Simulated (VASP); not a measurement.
SiO2 (Cristobalite):

```
Si O
1.0
     4.97170    0.00000    0.00000
     0.00000    4.97170    0.00000
     0.00000    0.00000    6.92230
Si O
4 8
Direct
  0.30536 0.30536 0.00000
  0.19464 0.80536 0.25000
  0.69464 0.69464 0.50000
  0.80536 0.19464 0.75000
  0.23669 0.11677 0.18542
  0.38323 0.73669 0.43542
  0.76331 0.88323 0.68542
  0.61677 0.26331 0.93542
  0.73669 0.38323 0.56458
  0.88323 0.76331 0.31458
  0.26331 0.61677 0.06458
  0.11677 0.23669 0.81458
```

Base run:

| Property | Result |
| --- | --- |
| Program | VASP 6.6.1 |
| Functional | r2SCAN |
| Potentials or basis | VASP PAW PBE potentials, release 64 (Si, O) |
| Cutoff | 520 eV |
| k mesh | 5 × 5 × 4 |
| Occupations | fermi-dirac, width 0.02 eV |
| Spin | no spin polarisation |

Its results: band gap on the k mesh 6.26 eV, direct; pressure -3.3 GPa; largest force 0.298 eV/Å.

Problem. The run is repeated on the same cell with these changes: functional from r2SCAN to PBE; further incar settings from ALGO = Normal; EDIFF = 1e-08; NBANDS = 44 to ALGO = Normal; EDIFF = 1e-06; NBANDS = 44. What comes out?

Solution. Band gap on the k mesh 5.62 eV, direct; pressure 1.4 GPa; largest force 0.023 eV/Å.

Caveats: the PAW data sets were made with another functional, which shifts forces and pressure a little (some runs).

A k mesh can miss the band edges.
